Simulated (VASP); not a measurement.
Set up this calculation in VASP 6.6.1, as the native input.

| Quantity | Value |
| --- | --- |
| Task | single point |
| Functional | PBE |
| Potentials or basis | VASP PAW PBE potentials, release 64 (Ba_sv, O) |
| Cutoff | 600 eV |
| k mesh | 6 × 6 × 6 |
| Occupations | gaussian, width 0.01 eV |
| Spin | no spin polarisation |
| Dipole correction | no |
| Further INCAR settings | ALGO = Normal; EDIFF = 1e-06; NBANDS = 15 |

The structure of BaO lies in POSCAR:

```
BaO
1.0
    0.0000000000      2.6746192721      2.6746192721
    2.6746192721      0.0000000000      2.6746192721
    2.6746192721      2.6746192721      0.0000000000
Ba O
1 1
Direct
    0.0000000000      0.0000000000      0.0000000000
    0.5000000000      0.5000000000      0.5000000000
```

One way to write it, as run:

INCAR

```
PREC = Accurate
ENCUT = 600
EDIFF = 1E-6
ISMEAR = 0
SIGMA = 0.01
LREAL = False
LASPH = True
NELM = 120
ALGO = Normal
ISIF = 2
LWAVE = False
LCHARG = False
GGA = PE
NBANDS = 15
GGA_COMPAT = False
```

KPOINTS

```
Automatic mesh
0
Gamma
  6 6 6
```

Potentials or basis: VASP PAW PBE potentials, release 64 (Ba_sv, O).

Launch:

```sh
$ cat potpaw_PBE.64/Ba_sv/POTCAR potpaw_PBE.64/O/POTCAR > POTCAR
$ mpirun -np 1 vasp_std > vasp.out
```

It gave:

```yaml
Pressure: 13.8 GPa
Band_gap_on_the_k_mesh: 1.55 eV, direct
```

Caveat: spin-orbit coupling is left out, which moves the levels of the heavy elements.

It took 5.8 s on 1 thread of Intel(R) Xeon(R) 6975P-C (Granite Rapids), with other jobs on the host, peak memory 0.17 GiB.
